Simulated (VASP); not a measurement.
# BaS in VASP: further runs

BaS is run at these levels: PBE, r2SCAN; tasks: single point.

Program: VASP 6.6.1. These are calculated values, not measurements. Logs are shortened: lines on timing, memory, paths and dates and some standing lists are left out, and cuts for length are marked.

**1. The cell of the first run**

The structure is cubic, space group F-43m (No. 216). Conventional cell: a = 7.039 Å, b = 7.039 Å, c = 7.039 Å, α = 90.00°, β = 90.00°, γ = 90.00°. Within 4.0 Å of Ba (site symmetry -43m) lie 4 S at 3.05 Å. Within 4.0 Å of S (site symmetry -43m) lie 4 Ba at 3.05 Å.

**2. Single point, PBE**

INCAR reads:

```
SYSTEM = BaS
PREC = Accurate
ENCUT = 520
EDIFF = 1E-7
ISMEAR = -1
SIGMA = 0.02
LREAL = .False.
LASPH = .True.
NELM = 60
ALGO = Normal
ISIF = 2
LWAVE = .False.
LCHARG = .False.
GGA = PE
NBANDS = 15
```

KPOINTS reads:

```
Automatic mesh
0
Gamma
  6 6 6
  0 0 0
```

POSCAR reads:

```
BaS
1.0
    0.0000000000      3.5194117709      3.5194117709
    3.5194117709      0.0000000000      3.5194117709
    3.5194117709      3.5194117709      0.0000000000
Ba S
1 1
Direct
    0.0000000000      0.0000000000      0.0000000000
    0.2500000000      0.2500000000      0.2500000000
```

Potentials or basis: VASP PAW PBE potentials, release 64 (Ba_sv, S).

Command:

```console
$ cat potpaw_PBE.64/Ba_sv/POTCAR potpaw_PBE.64/S/POTCAR > POTCAR
$ mpirun -np 1 vasp_std > vasp.out
```

OUTCAR:

```text
SYSTEM = BaS
   PREC = Accurate
   ENCUT = 520
   EDIFF = 1E-7
   ISMEAR = -1
   LREAL = .False.
   LASPH = .True.
   NELM = 60
   ISIF = 2
   GGA = PE

 ion  position               nearest neighbor table
   1  0.000  0.000  0.000-   2 3.05   2 3.05   2 3.05   2 3.05
   2  0.250  0.250  0.250-   1 3.05   1 3.05   1 3.05   1 3.05

  LATTYP: Found a face centered cubic cell.
 ALAT       =     7.0388235418

  Lattice vectors:

 A1 = (   0.0000000000,   3.5194117709,   3.5194117709)
 A2 = (   3.5194117709,   0.0000000000,   3.5194117709)
 A3 = (   3.5194117709,   3.5194117709,   0.0000000000)

Analysis of symmetry for initial positions (statically):
=====================================================================
 Subroutine PRICEL returns:
 Original cell was already a primitive cell.

 Routine SETGRP: Setting up the symmetry group for a
 face centered cubic supercell.

 Subroutine GETGRP returns: Found 24 space group operations
 (whereof 24 operations were pure point group operations)
 out of a pool of 48 trial point group operations.

The static configuration has the point symmetry T_d .

Analysis of symmetry for dynamics (positions and initial velocities):
=====================================================================
 Subroutine PRICEL returns:
 Original cell was already a primitive cell.

 Routine SETGRP: Setting up the symmetry group for a
 face centered cubic supercell.

 Subroutine GETGRP returns: Found 24 space group operations
 (whereof 24 operations were pure point group operations)
 out of a pool of 48 trial point group operations.

The dynamic configuration has the point symmetry T_d .

 Subroutine INISYM returns: Found 24 space group operations
 (whereof 24 operations are pure point group operations),
 and found     1 'primitive' translations

----------------------------------------------------------------------------------------

                                     Primitive cell

  volume of cell :      87.1847

  direct lattice vectors                    reciprocal lattice vectors
     0.000000000  3.519411771  3.519411771    -0.142069196  0.142069196  0.142069196
     3.519411771  0.000000000  3.519411771     0.142069196 -0.142069196  0.142069196
     3.519411771  3.519411771  0.000000000     0.142069196  0.142069196 -0.142069196

  length of vectors
     4.977199858  4.977199858  4.977199858     0.246071065  0.246071065  0.246071065

  position of ions in fractional coordinates (direct lattice)
     0.000000000  0.000000000  0.000000000
     0.250000000  0.250000000  0.250000000

  ion indices of the primitive-cell ions
   primitive index   ion index
                 1           1
                 2           2

----------------------------------------------------------------------------------------

 KPOINTS: Automatic mesh

Automatic generation of k-mesh.
 Grid dimensions read from file:
 generate k-points for:    6    6    6

 Generating k-lattice:

  Cartesian coordinates                     Fractional coordinates (reciprocal lattice)
    -0.023678199  0.023678199  0.023678199     0.166666667  0.000000000  0.000000000
     0.023678199 -0.023678199  0.023678199     0.000000000  0.166666667  0.000000000
     0.023678199  0.023678199 -0.023678199     0.000000000  0.000000000  0.166666667

  Length of vectors
     0.041011844  0.041011844  0.041011844

  Shift w.r.t. Gamma in fractional coordinates (k-lattice)
     0.000000000  0.000000000  0.000000000

 Subroutine IBZKPT returns following result:
 ===========================================

 Found     16 irreducible k-points:

 Following reciprocal coordinates:
            Coordinates               Weight
  0.000000  0.000000  0.000000      1.000000
  0.166667  0.000000  0.000000      8.000000
  0.333333  0.000000  0.000000      8.000000
  0.500000  0.000000  0.000000      4.000000
  0.166667  0.166667  0.000000      6.000000
  0.333333  0.166667  0.000000     24.000000
[... 8 lines left out ...]
 -0.333333  0.333333  0.166667     24.000000
 -0.333333  0.500000  0.166667     12.000000
   k-points           NKPTS =     16   k-points in BZ     NKDIM =     16   number of bands    NBANDS=     15
   number of dos      NEDOS =    301   number of ions     NIONS =      2
   total plane-waves  NPLWV =  64000
   dimension x,y,z NGX =    40 NGY =   40 NGZ =   40
   dimension x,y,z NGXF=    80 NGYF=   80 NGZF=   80
   ions per type =               1   1
   NGX,Y,Z   is equivalent  to a cutoff of  13.36, 13.36, 13.36 a.u.
   NGXF,Y,Z  is equivalent  to a cutoff of  26.72, 26.72, 26.72 a.u.
 SYSTEM =  BaS
   PREC   = accura    normal or accurate (medium, high low for compatibility)
   ISTART =      0    job   : 0-new  1-cont  2-samecut
   ICHARG =      2    charge: 1-file 2-atom 10-const
   ISPIN  =      1    spin polarized calculation?
   LNONCOLLINEAR =      F non collinear calculations
   LSORBIT =      F    spin-orbit coupling
   LASPH  =      T    aspherical Exc in radial PAW
   ENCUT  =  520.0 eV  38.22 Ry    6.18 a.u.   9.25  9.25  9.25*2*pi/ulx,y,z
   NELM   =     60;   NELMIN=  2; NELMDL= -5     # of ELM steps
   EDIFF  = 0.1E-06   stopping-criterion for ELM
   LREAL  =      F    real-space projection
   EDIFFG = 0.1E-05   stopping-criterion for IOM
   NSW    =      0    number of steps for IOM
   IBRION =     -1    ionic relax: 0-MD 1-quasi-New 2-CG
   NFREE  =      0    steps in history (QN), initial steepest desc. (CG)
   ISIF   =      2    stress and relaxation
   ISYM   =      2    0-nonsym 1-usesym 2-fastsym
   POTIM  = 0.5000    time-step for ionic-motion
   TEBEG  =    0.0;   TEEND  =   0.0 temperature during run
   PSTRESS=    0.0 pullay stress
   NELECT =      16.0000    total number of electrons
   NUPDOWN=      -1.0000    fix difference up-down
   EMIN   =  10.00;   EMAX   =-10.00  energy-range for DOS
   EFERMI =   0.00;   METHOD = LEGACY
   ISMEAR =    -1;   SIGMA  =   0.02  broadening in eV -4-tet -1-fermi 0-gaus
   EFERMI_NEDOS =   21; number of points for ismear=-14 and -15
   IALGO  =     38    algorithm
   IMIX   =      4    mixing-type and parameters
     AMIX     =   0.40;   BMIX     =  1.00
     AMIX_MAG =   1.60;   BMIX_MAG =  1.00
  volume/ion in A,a.u.               =      43.59       294.18
  Fermi-wavevector in a.u.,A,eV,Ry     =   0.930325  1.758060 11.775908  0.865505
  Thomas-Fermi vector in A             =   2.056702
   LORBIT       =      0    0 simple, 1 ext, 2 COOP (PROOUT), +10 PAW based schemes
   GGA     = PE    functional components
   LHFCALC =     F    Hartree Fock is set to
   AEXX    =    0.0000 exact exchange contribution
   IVDW    =     0    specifies the selected vdW correction
   LEPSILON=     F    determine dielectric tensor
   LRPA    =     F    only Hartree local field effects (RPA)
 non-spin polarized calculation
  energy-cutoff  :      520.00
  volume of cell :       87.18
 maximum number of plane-waves:      2397
 NGX is ok and might be reduce to    40
   NGX = 19   NGY = 19   NGZ = 19

 number of electron      15.9999999 magnetization

 Free energy of the ion-electron system (eV)
  ---------------------------------------------------
  ext. energy  EPLUGINS =         0.00000000
  ---------------------------------------------------
  free energy    TOTEN  =        -9.73376621 eV

  energy without entropy =       -9.73376621  energy(sigma->0) =       -9.73376621

 E-fermi :   0.3612     XC(G=0):  -7.1774

 val. band max:       -0.1773297283   @ k =  -0.3333   0.5000   0.1667
 cond. band min:       2.5875259842   @ k =   0.0000   0.0000   0.0000
 fundamental gap:      2.7648557125
 Fermi energy:         0.3612199489

 k-point     1 :       0.0000    0.0000    0.0000
  band No.  band energies     occupation
      1     -26.2689      2.00000
      2     -11.4495      2.00000
      3     -11.4495      2.00000
      4     -11.4495      2.00000
      5     -10.0845      2.00000
      6      -0.8523      2.00000
      7      -0.8523      2.00000
      8      -0.8523      2.00000
      9       2.5875      0.00000
     10       4.8704      0.00000
     11       4.8704      0.00000
     12       6.7918      0.00000
     13       6.7918      0.00000
     14       6.7918      0.00000
     15       9.7934      0.00000

 k-point     2 :       0.1667    0.0000    0.0000
  band No.  band energies     occupation
      1     -26.2653      2.00000
      2     -11.6513      2.00000
      3     -11.4593      2.00000
      4     -11.4593      2.00000
      5      -9.8756      2.00000
      6      -0.9195      2.00000
      7      -0.7830      2.00000
      8      -0.7830      2.00000
      9       3.1625      0.00000
     10       4.6886      0.00000
     11       4.6886      0.00000
     12       6.4849      0.00000
     13       7.1531      0.00000
     14       7.1531      0.00000
     15       8.3820      0.00000

 k-point     3 :       0.3333    0.0000    0.0000
  band No.  band energies     occupation
      1     -26.2580      2.00000
      2     -11.9491      2.00000
      3     -11.4788      2.00000
      4     -11.4788      2.00000
      5      -9.5717      2.00000
      6      -0.8765      2.00000
      7      -0.6541      2.00000
      8      -0.6541      2.00000
      9       4.0650      0.00000
     10       4.7348      0.00000
     11       4.7348      0.00000
     12       5.8418      0.00000
     13       6.8596      0.00000
     14       6.8596      0.00000
     15       7.4327      0.00000

 k-point     4 :       0.5000    0.0000    0.0000
  band No.  band energies     occupation
      1     -26.2544      2.00000
      2     -12.0702      2.00000
      3     -11.4885      2.00000
      4     -11.4885      2.00000
      5      -9.4518      2.00000
      6      -0.7729      2.00000
      7      -0.5957      2.00000
      8      -0.5957      2.00000
      9       4.2669      0.00000
     10       5.0665      0.00000
     11       5.0665      0.00000
     12       5.2600      0.00000
     13       6.1970      0.00000
     14       6.1970      0.00000
     15       8.3692      0.00000
[... 163 lines left out ...]
 k-point    14 :       0.5000    0.3333    0.1667
  band No.  band energies     occupation
      1     -26.2532      2.00000
      2     -12.0471      2.00000
      3     -11.5602      2.00000
      4     -11.5115      2.00000
      5      -9.3768      2.00000
      6      -0.9812      2.00000
      7      -0.5400      2.00000
      8      -0.3858      2.00000
      9       3.6278      0.00000
     10       4.2996      0.00000
     11       5.4301      0.00000
     12       6.3257      0.00000
     13       6.7795      0.00000
     14       7.0559      0.00000
     15       8.4714      0.00000

 k-point    15 :      -0.3333    0.3333    0.1667
  band No.  band energies     occupation
      1     -26.2507      2.00000
      2     -12.1013      2.00000
      3     -11.5876      2.00000
      4     -11.5254      2.00000
      5      -9.2927      2.00000
      6      -0.7770      2.00000
      7      -0.6688      2.00000
      8      -0.2913      2.00000
      9       3.4098      0.00000
     10       4.2669      0.00000
     11       5.3500      0.00000
     12       6.5568      0.00000
     13       6.7780      0.00000
     14       7.4342      0.00000
     15       8.7963      0.00000

 k-point    16 :      -0.3333    0.5000    0.1667
  band No.  band energies     occupation
      1     -26.2495      2.00000
      2     -12.1303      2.00000
      3     -11.5805      2.00000
      4     -11.5477      2.00000
      5      -9.2528      2.00000
      6      -1.0005      2.00000
      7      -0.4595      2.00000
      8      -0.1773      2.00000
      9       3.2431      0.00000
     10       4.1777      0.00000
     11       5.7454      0.00000
     12       6.1607      0.00000
     13       7.0262      0.00000
     14       8.3263      0.00000
     15       8.4966      0.00000

------------------------ aborting loop because EDIFF is reached ----------------------------------------

  FORCE on cell =-STRESS in cart. coord.  units (eV):
  Direction    XX          YY          ZZ          XY          YZ          ZX
  --------------------------------------------------------------------------------------
  -------------------------------------------------------------------------------------
  Total        0.2090856      0.2090856      0.2090856     -0.0000000     -0.0000000      0.0000000
  in kB        3.8423287      3.8423287      3.8423287     -0.0000000     -0.0000000      0.0000000
  external PRESSURE =       3.8423287 kB  Pullay stress =       0.0000000 kB

 VOLUME and BASIS-vectors are now :
 -----------------------------------------------------------------------------
  energy-cutoff  :      520.00
  volume of cell :       87.18
      direct lattice vectors                 reciprocal lattice vectors
     0.000000000  3.519411771  3.519411771    -0.142069196  0.142069196  0.142069196
     3.519411771  0.000000000  3.519411771     0.142069196 -0.142069196  0.142069196
     3.519411771  3.519411771  0.000000000     0.142069196  0.142069196 -0.142069196

 POSITION                                       TOTAL-FORCE (eV/Angst)
 -----------------------------------------------------------------------------------
      0.00000      0.00000      0.00000        -0.000000     -0.000000     -0.000000
      1.75971      1.75971      1.75971         0.000000      0.000000      0.000000
 -----------------------------------------------------------------------------------
    total drift:                                0.000000      0.000000      0.000000

  FREE ENERGIE OF THE ION-ELECTRON SYSTEM (eV)
  ---------------------------------------------------
  free  energy   TOTEN  =        -9.7337662090 eV

  energy  without entropy=       -9.7337662090  energy(sigma->0) =       -9.73376621
```

Run time: 28 s. Hardware: 1 thread of Intel Xeon Platinum 8488C (Sapphire Rapids), shared host; peak memory 0.23 GiB.

Results:

| Property | Result |
| --- | --- |
| Free energy | -9.7338 eV |
| Pressure | 0.4 GPa |
| Band gap on the k mesh | 2.76 eV (least direct gap 3.42 eV) |

Levels at points of the mesh, in eV from the valence-band top:
| k point | band 4 | band 5 | band 6 | band 7 | band 8 | band 9 | band 10 | band 11 | band 12 | band 13 |
| --- | --- | --- | --- | --- | --- | --- | --- | --- | --- | --- |
| (0.00, 0.00, 0.00) | -11.27 | -9.91 | -0.67 | -0.67 | -0.67 | 2.76 | 5.05 | 5.05 | 6.97 | 6.97 |
| (0.50, 0.00, 0.00) | -11.31 | -9.27 | -0.60 | -0.42 | -0.42 | 4.44 | 5.24 | 5.24 | 5.44 | 6.37 |
| (0.50, 0.50, 0.00) | -11.37 | -9.09 | -1.08 | -0.01 | -0.01 | 3.45 | 4.56 | 6.29 | 6.29 | 6.34 |

Caveat: spin-orbit coupling is left out, which moves the levels of the heavy elements.

[end of part 1 of 2]
